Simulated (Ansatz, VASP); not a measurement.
## Ag in VASP and in Ansatz

```
CELL_PARAMETERS angstrom
3.35384 1.93634 6.76845
-3.35384 1.93634 6.76845
0.00000 -3.87268 6.76845
ATOMIC_POSITIONS crystal
Ag 0.09342 0.50071 0.09342
Ag 0.09342 0.09342 0.50071
Ag 0.50071 0.09342 0.09342
Ag 0.90658 0.49929 0.90658
Ag 0.49929 0.90658 0.90658
Ag 0.90658 0.90658 0.49929
Ag 0.23400 0.63860 0.23400
Ag 0.23400 0.23400 0.63860
Ag 0.63860 0.23400 0.23400
Ag 0.76600 0.36140 0.76600
Ag 0.36140 0.76600 0.76600
Ag 0.76600 0.76600 0.36140
```

Alike in both runs: functional PBEsol; k mesh 6 × 6 × 6; occupations gaussian, width 0.1 eV; no spin polarisation.

Ansatz relaxed the structure, and its values are those at the end. VASP's run is a single point on that final structure, the one shown.

|  | VASP | Ansatz |
| --- | --- | --- |
| version | VASP 6.6.1 | Ansatz 0.2.0 |
| potentials or method | VASP PAW PBE potentials, release 64 (Ag), cutoff 520 eV | scalar-relativistic, plane waves, PAW |
| valence electrons in the cell | 132 | 228 |

Ansatz gave:

- gap on the k mesh at the Fermi level (eV): none
- pressure (GPa): 0.0

What did VASP give for the same quantities?

gap on the k mesh at the Fermi level (eV): none; pressure (GPa): -0.1.

VASP's potentials were made for PBE, not for PBEsol. A gap of «none» marks a metal or a gap that the smearing closes. The functional is the same, so the differences come from potentials, cutoffs and numerics. VASP's potentials hold 132 valence electrons a cell and Ansatz's 228, so a difference there can come from the potentials and not from the codes.
